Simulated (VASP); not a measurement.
PbS:

```
CELL_PARAMETERS angstrom
3.65366 0.00000 0.00000
0.00000 3.65366 0.00000
0.00000 0.00000 3.65366
ATOMIC_POSITIONS crystal
Pb 0.00000 0.00000 0.00000
S 0.50000 0.50000 0.50000
```

```yaml
Program: VASP 6.6.1
Task: relaxation of cell and atoms
Functional: BLYP
Potentials_or_basis: VASP PAW PBE potentials, release 64 (Pb_d, S)
Cutoff: 600 eV
k_mesh: 7 × 7 × 7
Occupations: fermi-dirac, width 0.05 eV
Spin: no spin polarisation
```

At the start: pressure 4.5 GPa; volume 24.39 Å³/atom.

**Question.** How do energy, volume and symmetry change on relaxing?

**Answer.** Over 3 steps the energy falls by 26.4 meV/atom and the volume is 26.38 Å³/atom (+8.2 %); space group Pm-3m (No. 221, to 0.05 Å).

Step by step:
```tsv
step	energy change (eV)	largest force (eV/Å)	pressure (GPa)	volume (Å³)
1	0.0000	0.0000	4.50	48.77
2	-0.0501	0.0000	-0.88	53.77
3	-0.0529	0.0000	0.02	52.77
```

Final structure:
```cif
data_structure
_symmetry_space_group_name_H-M 'P 1'
_symmetry_Int_Tables_number 1
_cell_length_a 3.7508
_cell_length_b 3.7508
_cell_length_c 3.7508
_cell_angle_alpha 90.000
_cell_angle_beta 90.000
_cell_angle_gamma 90.000
_cell_volume 52.77
loop_
_atom_site_label
_atom_site_type_symbol
_atom_site_fract_x
_atom_site_fract_y
_atom_site_fract_z
_atom_site_occupancy
Pb1 Pb 0.00000 0.00000 0.00000 1
S1 S 0.50000 0.50000 0.50000 1
```

Caveat: the PAW data sets were made with another functional, which shifts forces and pressure a little.
